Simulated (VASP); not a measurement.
# ZnSnN2 (R-3m) in VASP: a series of runs

ZnSnN2 is run at these levels: PBE, r2SCAN; tasks: single point.

Program: VASP 6.6.1. These are calculated values, not measurements. Logs are shortened: lines on timing, memory, paths and dates and some standing lists are left out, and cuts for length are marked.

### Step 1. The cell of the first run

The structure is trigonal, space group R-3m (No. 166). Conventional cell: a = 3.167 Å, b = 3.167 Å, c = 15.758 Å, α = 90.00°, β = 90.00°, γ = 120.00°. Within 3.0 Å of Zn (site symmetry -3m) lie 6 N at 2.29 Å. Sn (site symmetry -3m) has 6 N at 2.21 Å within 2.9 Å. N (site symmetry 3m) has 3 Sn at 2.21 Å and 3 Zn at 2.29 Å within 2.9 Å.

### Step 2. Single point, PBE (uniaxial z strain +2.0%)

The input, INCAR:

```
SYSTEM = ZnSnN2
PREC = Accurate
ENCUT = 520
EDIFF = 1E-7
ISMEAR = -1
SIGMA = 0.02
LREAL = .FALSE.
LASPH = .TRUE.
NELM = 80
ALGO = Normal
ISIF = 2
LWAVE = .FALSE.
LCHARG = .TRUE.
GGA = PE
LELF = .TRUE.
LVHAR = .TRUE.
NBANDS = 26
```

The input, KPOINTS:

```
regular mesh
0
G
  10 10 10
  0 0 0
```

The input, POSCAR:

```
ZnSnN2
1.0
    1.5836871722      0.9143422152      5.2528138224
   -1.5836871722      0.9143422152      5.2528138224
    0.0000000000     -1.8286844304      5.2528138224
Zn Sn N
1 1 2
Direct
    1.0000000000      0.0000000000      0.0000000000
    0.5000000000      0.5000000000      0.5000000000
    0.2458299998      0.2458299998      0.2458299998
    0.7541700002      0.7541700002      0.7541700002
```

Potentials or basis: VASP PAW PBE potentials, release 64 (Zn, Sn_d, N).

The run is started by

```bash
> cat potpaw_PBE.64/Zn/POTCAR potpaw_PBE.64/Sn_d/POTCAR potpaw_PBE.64/N/POTCAR > POTCAR
> mpirun -np 1 vasp_std > vasp.out
```

OUTCAR:

```text
SYSTEM = ZnSnN2
   PREC = Accurate
   ENCUT = 520
   EDIFF = 1E-7
   ISMEAR = -1
   LREAL = .FALSE.
   LASPH = .TRUE.
   NELM = 80
   ISIF = 2
   GGA = PE

 ion  position               nearest neighbor table
   1  0.000  0.000  0.000-   4 2.29   4 2.29   3 2.29   3 2.29   4 2.29   3 2.29   2 3.20   2 3.20
                             2 3.20   2 3.20   2 3.20   2 3.20
   2  0.500  0.500  0.500-   3 2.21   3 2.21   4 2.21   4 2.21   3 2.21   4 2.21   1 3.20   1 3.20
                             1 3.20   1 3.20   1 3.20   1 3.20
   3  0.246  0.246  0.246-   2 2.21   2 2.21   2 2.21   1 2.29   1 2.29   1 2.29
   4  0.754  0.754  0.754-   2 2.21   2 2.21   2 2.21   1 2.29   1 2.29   1 2.29

  LATTYP: Found a trigonal (rhomboedric) cell.
 ALAT       =     5.5620265910
 COS(alpha) =     0.8378553319

  Lattice vectors:

 A1 = (   1.5836871722,   0.9143422152,   5.2528138224)
 A2 = (  -1.5836871722,   0.9143422152,   5.2528138224)
 A3 = (   0.0000000000,  -1.8286844304,   5.2528138224)

Analysis of symmetry for initial positions (statically):
=====================================================================
 Subroutine PRICEL returns:
 Original cell was already a primitive cell.

 Routine SETGRP: Setting up the symmetry group for a
 trigonal (rhombohedral) supercell.

 Subroutine GETGRP returns: Found 12 space group operations
 (whereof 12 operations were pure point group operations)
 out of a pool of 12 trial point group operations.

The static configuration has the point symmetry D_3d.

Analysis of symmetry for dynamics (positions and initial velocities):
=====================================================================
 Subroutine PRICEL returns:
 Original cell was already a primitive cell.

 Routine SETGRP: Setting up the symmetry group for a
 trigonal (rhombohedral) supercell.

 Subroutine GETGRP returns: Found 12 space group operations
 (whereof 12 operations were pure point group operations)
 out of a pool of 12 trial point group operations.

The dynamic configuration has the point symmetry D_3d.

 Subroutine INISYM returns: Found 12 space group operations
 (whereof 12 operations are pure point group operations),
 and found     1 'primitive' translations

----------------------------------------------------------------------------------------

                                     Primitive cell

  volume of cell :      45.6375

  direct lattice vectors                    reciprocal lattice vectors
     1.583687172  0.914342215  5.252813822     0.315718918  0.182280402  0.063458052
    -1.583687172  0.914342215  5.252813822    -0.315718918  0.182280402  0.063458052
     0.000000000 -1.828684430  5.252813822     0.000000000 -0.364560804  0.063458052

  length of vectors
     5.562026591  5.562026591  5.562026591     0.370042571  0.370042571  0.370042571

  position of ions in fractional coordinates (direct lattice)
     0.000000000  0.000000000  0.000000000
     0.500000000  0.500000000  0.500000000
     0.245830000  0.245830000  0.245830000
     0.754170000  0.754170000  0.754170000

  ion indices of the primitive-cell ions
   primitive index   ion index
                 1           1
                 2           2
                 3           3
                 4           4

----------------------------------------------------------------------------------------

 KPOINTS: regular mesh

Automatic generation of k-mesh.
 Grid dimensions read from file:
 generate k-points for:   10   10   10

 Generating k-lattice:

  Cartesian coordinates                     Fractional coordinates (reciprocal lattice)
     0.031571892  0.018228040  0.006345805     0.100000000  0.000000000  0.000000000
    -0.031571892  0.018228040  0.006345805     0.000000000  0.100000000  0.000000000
     0.000000000 -0.036456080  0.006345805     0.000000000  0.000000000  0.100000000

  Length of vectors
     0.037004257  0.037004257  0.037004257

  Shift w.r.t. Gamma in fractional coordinates (k-lattice)
     0.000000000  0.000000000  0.000000000

 Subroutine IBZKPT returns following result:
 ===========================================

 Found    116 irreducible k-points:

 Following reciprocal coordinates:
            Coordinates               Weight
  0.000000  0.000000  0.000000      1.000000
  0.100000  0.000000 -0.000000      6.000000
  0.200000  0.000000 -0.000000      6.000000
  0.300000 -0.000000  0.000000      6.000000
  0.400000  0.000000  0.000000      6.000000
  0.500000  0.000000 -0.000000      3.000000
[... 16 lines left out ...]
  0.300000  0.300000  0.000000      6.000000
  0.400000  0.300000 -0.000000     12.000000
 [... further k-points ...]
   k-points           NKPTS =    116   k-points in BZ     NKDIM =    116   number of bands    NBANDS=     26
   number of dos      NEDOS =    301   number of ions     NIONS =      4
   total plane-waves  NPLWV =  74088
   dimension x,y,z NGX =    42 NGY =   42 NGZ =   42
   dimension x,y,z NGXF=    84 NGYF=   84 NGZF=   84
   ions per type =               1   1   2
   NGX,Y,Z   is equivalent  to a cutoff of  12.55, 12.55, 12.55 a.u.
   NGXF,Y,Z  is equivalent  to a cutoff of  25.11, 25.11, 25.11 a.u.
 SYSTEM =  ZnSnN2
   PREC   = accura    normal or accurate (medium, high low for compatibility)
   ISTART =      0    job   : 0-new  1-cont  2-samecut
   ICHARG =      2    charge: 1-file 2-atom 10-const
   ISPIN  =      1    spin polarized calculation?
   LNONCOLLINEAR =      F non collinear calculations
   LSORBIT =      F    spin-orbit coupling
   LASPH  =      T    aspherical Exc in radial PAW
   ENCUT  =  520.0 eV  38.22 Ry    6.18 a.u.  10.34 10.34 10.34*2*pi/ulx,y,z
   NELM   =     80;   NELMIN=  2; NELMDL= -5     # of ELM steps
   EDIFF  = 0.1E-06   stopping-criterion for ELM
   LREAL  =      F    real-space projection
   EDIFFG = 0.1E-05   stopping-criterion for IOM
   NSW    =      0    number of steps for IOM
   IBRION =     -1    ionic relax: 0-MD 1-quasi-New 2-CG
   NFREE  =      0    steps in history (QN), initial steepest desc. (CG)
   ISIF   =      2    stress and relaxation
   ISYM   =      2    0-nonsym 1-usesym 2-fastsym
   POTIM  = 0.5000    time-step for ionic-motion
   TEBEG  =    0.0;   TEEND  =   0.0 temperature during run
   PSTRESS=    0.0 pullay stress
   NELECT =      36.0000    total number of electrons
   NUPDOWN=      -1.0000    fix difference up-down
   EMIN   =  10.00;   EMAX   =-10.00  energy-range for DOS
   EFERMI =   0.00;   METHOD = LEGACY
   ISMEAR =    -1;   SIGMA  =   0.02  broadening in eV -4-tet -1-fermi 0-gaus
   EFERMI_NEDOS =   21; number of points for ismear=-14 and -15
   IALGO  =     38    algorithm
   IMIX   =      4    mixing-type and parameters
     AMIX     =   0.40;   BMIX     =  1.00
     AMIX_MAG =   1.60;   BMIX_MAG =  1.00
  volume/ion in A,a.u.               =      11.41        76.99
  Fermi-wavevector in a.u.,A,eV,Ry     =   1.512639  2.858473 31.131159  2.288076
  Thomas-Fermi vector in A             =   2.622536
   LORBIT       =      0    0 simple, 1 ext, 2 COOP (PROOUT), +10 PAW based schemes
   GGA     = PE    functional components
   LHFCALC =     F    Hartree Fock is set to
   AEXX    =    0.0000 exact exchange contribution
   IVDW    =     0    specifies the selected vdW correction
   LEPSILON=     F    determine dielectric tensor
   LRPA    =     F    only Hartree local field effects (RPA)
 non-spin polarized calculation
  energy-cutoff  :      520.00
  volume of cell :       45.64
 maximum number of plane-waves:      1243
 NGX is ok and might be reduce to    42
   NGX = 21   NGY = 21   NGZ = 21

 number of electron      36.0000010 magnetization

 Free energy of the ion-electron system (eV)
  ---------------------------------------------------
  ext. energy  EPLUGINS =         0.00000000
  ---------------------------------------------------
  free energy    TOTEN  =       -20.32375761 eV

  energy without entropy =      -20.32375761  energy(sigma->0) =      -20.32375761

 E-fermi :   7.6721     XC(G=0): -12.2314

 val. band max:        7.3298071676   @ k =  -0.2000   0.2000   0.0000
 cond. band min:       7.9650751561   @ k =   0.0000   0.0000   0.0000
 fundamental gap:      0.6352679885
 Fermi energy:         7.6720921180

 k-point     1 :       0.0000    0.0000    0.0000
  band No.  band energies     occupation
      1     -13.6552      2.00000
      2     -13.6552      2.00000
      3     -13.6442      2.00000
      4     -13.4557      2.00000
      5     -13.4557      2.00000
      6      -9.1381      2.00000
[... 18 lines left out ...]
     25      21.0475      0.00000
     26      21.2926      0.00000

 k-point     2 :       0.1000    0.0000   -0.0000
  band No.  band energies     occupation
      1     -13.6772      2.00000
      2     -13.6295      2.00000
      3     -13.6225      2.00000
      4     -13.4828      2.00000
      5     -13.4600      2.00000
      6      -8.9843      2.00000
[... 18 lines left out ...]
     25      20.3762      0.00000
     26      20.4999      0.00000

 k-point     3 :       0.2000    0.0000   -0.0000
  band No.  band energies     occupation
      1     -13.7453      2.00000
      2     -13.5736      2.00000
      3     -13.5640      2.00000
      4     -13.5341      2.00000
      5     -13.4685      2.00000
      6      -8.5292      2.00000
[... 18 lines left out ...]
     25      17.9665      0.00000
     26      19.6489      0.00000

 k-point     4 :       0.3000   -0.0000    0.0000
  band No.  band energies     occupation
      1     -13.8412      2.00000
      2     -13.6073      2.00000
      3     -13.5130      2.00000
      4     -13.4891      2.00000
      5     -13.4474      2.00000
      6      -7.8144      2.00000
[... 18 lines left out ...]
     25      17.4083      0.00000
     26      19.2823      0.00000
[... 496 lines left out ...]
      1     -13.8127      2.00000
      2     -13.5883      2.00000
      3     -13.5853      2.00000
      4     -13.5148      2.00000
      5     -13.4101      2.00000
      6      -7.4307      2.00000
[... 18 lines left out ...]
     25      16.9670      0.00000
     26      17.7596      0.00000

 k-point    23 :       0.3000    0.3000    0.0000
  band No.  band energies     occupation
      1     -13.8418      2.00000
      2     -13.6072      2.00000
      3     -13.5129      2.00000
      4     -13.4891      2.00000
      5     -13.4474      2.00000
      6      -7.7663      2.00000
[... 18 lines left out ...]
     25      17.3509      0.00000
     26      19.3688      0.00000

 k-point    24 :       0.4000    0.3000   -0.0000
  band No.  band energies     occupation
      1     -13.8660      2.00000
      2     -13.6189      2.00000
      3     -13.5378      2.00000
      4     -13.4796      2.00000
      5     -13.4060      2.00000
      6      -7.2417      2.00000
[... 18 lines left out ...]
     25      17.0593      0.00000
     26      18.8363      0.00000

 [... further k-points ...]

------------------------ aborting loop because EDIFF is reached ----------------------------------------

  FORCE on cell =-STRESS in cart. coord.  units (eV):
  Direction    XX          YY          ZZ          XY          YZ          ZX
  --------------------------------------------------------------------------------------
  -------------------------------------------------------------------------------------
  Total        1.5037560      1.5037560      0.0795635      0.0000000     -0.0000000      0.0000000
  in kB       52.7918065     52.7918065      2.7932060      0.0000000     -0.0000000      0.0000000
  external PRESSURE =      36.1256063 kB  Pullay stress =       0.0000000 kB

 VOLUME and BASIS-vectors are now :
 -----------------------------------------------------------------------------
  energy-cutoff  :      520.00
  volume of cell :       45.64
      direct lattice vectors                 reciprocal lattice vectors
     1.583687172  0.914342215  5.252813822     0.315718918  0.182280402  0.063458052
    -1.583687172  0.914342215  5.252813822    -0.315718918  0.182280402  0.063458052
     0.000000000 -1.828684430  5.252813822     0.000000000 -0.364560804  0.063458052

 POSITION                                       TOTAL-FORCE (eV/Angst)
 -----------------------------------------------------------------------------------
      0.00000      0.00000      0.00000         0.000000      0.000000      0.000000
      0.00000      0.00000      7.87922         0.000000      0.000000      0.000000
      0.00000      0.00000      3.87390         0.000000      0.000000      0.189565
      0.00000      0.00000     11.88454         0.000000     -0.000000     -0.189565
 -----------------------------------------------------------------------------------
    total drift:                               -0.000000     -0.000000      0.000000

  FREE ENERGIE OF THE ION-ELECTRON SYSTEM (eV)
  ---------------------------------------------------
  free  energy   TOTEN  =       -20.3237576141 eV

  energy  without entropy=      -20.3237576135  energy(sigma->0) =      -20.32375761
```

Run time: 8.9 min. Hardware: 1 thread of Oxide Virtual Turin-like, shared host; peak memory 0.32 GiB.

What came out:

```
Free energy            : -20.3238 eV
Pressure               : 3.6 GPa
Largest force          : 0.190 eV/Å
Band gap on the k mesh : 0.64 eV (least direct gap 0.74 eV)
```

Forces on the atoms (eV/Å):
```
Zn   0.000  0.000  0.000
Sn   0.000  0.000  0.000
N    0.000  0.000  0.190
N    0.000  0.000 -0.190
```

Caveat: the cell differs from its parent crystal (uniaxial z strain +2.0%); the cell stands under pressure; semilocal functionals underestimate gaps, and a narrow one can read as zero; spin-orbit coupling is left out, which moves the levels of the heavy elements. A k mesh can miss the band edges.

(Continued in part 2 of 2.)
